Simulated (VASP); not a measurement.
Set up this calculation in VASP 6.6.1, as the native input.

```
Task                   : single point
Functional             : r2SCAN
Dispersion             : D3(BJ)
Potentials or basis    : VASP PAW PBE potentials, release 64 (P)
Cutoff                 : 520 eV
k mesh                 : 15 × 15 × 15
Occupations            : gaussian, width 0.1 eV
Spin                   : no spin polarisation
Dipole correction      : no
Further INCAR settings : ALGO = Normal; EDIFF = 1e-06; NBANDS = 12
```

Crystal: P.

```
CELL_PARAMETERS angstrom
1.73788 1.00337 3.13595
-1.73788 1.00337 3.13595
0.00000 -2.00673 3.13595
ATOMIC_POSITIONS crystal
P 0.22694 0.22694 0.22694
P 0.77306 0.77306 0.77306
```

The input as run:

POSCAR

```
P
1.0
    1.7378820775      1.0033666853      3.1359508964
   -1.7378820775      1.0033666853      3.1359508964
    0.0000000000     -2.0067333705      3.1359508964
P
2
Direct
    0.2269362216      0.2269362216      0.2269362216
    0.7730637784      0.7730637784      0.7730637784
```

INCAR.step1

```
SYSTEM = P
PREC     = Accurate       ! precision mode
ENCUT    = 520            ! plane-wave cutoff, eV
ISMEAR   = 0              ! smearing method
SIGMA    = 0.1            ! smearing width, eV
LREAL    = .FALSE.        ! projectors in reciprocal space
LASPH    = .TRUE.         ! aspherical terms in the spheres
NELM     = 80             ! most SCF steps
NBANDS   = 12             ! bands
GGA      = PE             ! functional
ALGO     = Normal         ! electronic algorithm
EDIFF    = 1E-4           ! SCF threshold, eV
LWAVE    = .TRUE.         ! write WAVECAR
LCHARG   = .FALSE.        ! write CHGCAR
```

INCAR.step2

```
SYSTEM = P
PREC     = Accurate       ! precision mode
ENCUT    = 520            ! plane-wave cutoff, eV
EDIFF    = 1E-6           ! SCF threshold, eV
ISMEAR   = 0              ! smearing method
SIGMA    = 0.1            ! smearing width, eV
LREAL    = .FALSE.        ! projectors in reciprocal space
LASPH    = .TRUE.         ! aspherical terms in the spheres
NELM     = 80             ! most SCF steps
ALGO     = Normal         ! electronic algorithm
ISIF     = 2              ! what is computed and relaxed
LWAVE    = .FALSE.        ! write WAVECAR
LCHARG   = .FALSE.        ! write CHGCAR
METAGGA  = R2SCAN         ! meta-GGA
LMIXTAU  = .TRUE.       
IVDW     = 12             ! dispersion correction
VDW_S6   = 1.0          
VDW_S8   = 0.78981345   
VDW_A1   = 0.49484001   
VDW_A2   = 5.73083694   
NBANDS   = 12             ! bands
ISTART   = 1
```

KPOINTS

```
Automatic mesh
0
G
  15 15 15
  0 0 0
```

Potentials or basis: VASP PAW PBE potentials, release 64 (P).

Run with:

```console
$ cat potpaw_PBE.64/P/POTCAR > POTCAR
$ cp INCAR.step1 INCAR
$ mpirun -np 1 vasp_std > vasp.out
$ cp INCAR.step2 INCAR
$ mpirun -np 1 vasp_std > vasp.out
```

Results of the run:

```
Pressure                   : -3.4 GPa
Largest force              : 0.080 eV/Å
Band gap on the k mesh     : zero (bands 5 and 6 overlap by 0.73 eV)
Dispersion energy per atom : -0.201 eV
```

Caveat: the cell stands under tension; the PAW data sets were made with another functional, which shifts forces and pressure a little.

Run time: 4.1 min on 1 thread of Intel(R) Xeon(R) Platinum 8559C (Emerald Rapids), on a shared host, peak memory 0.23 GiB.
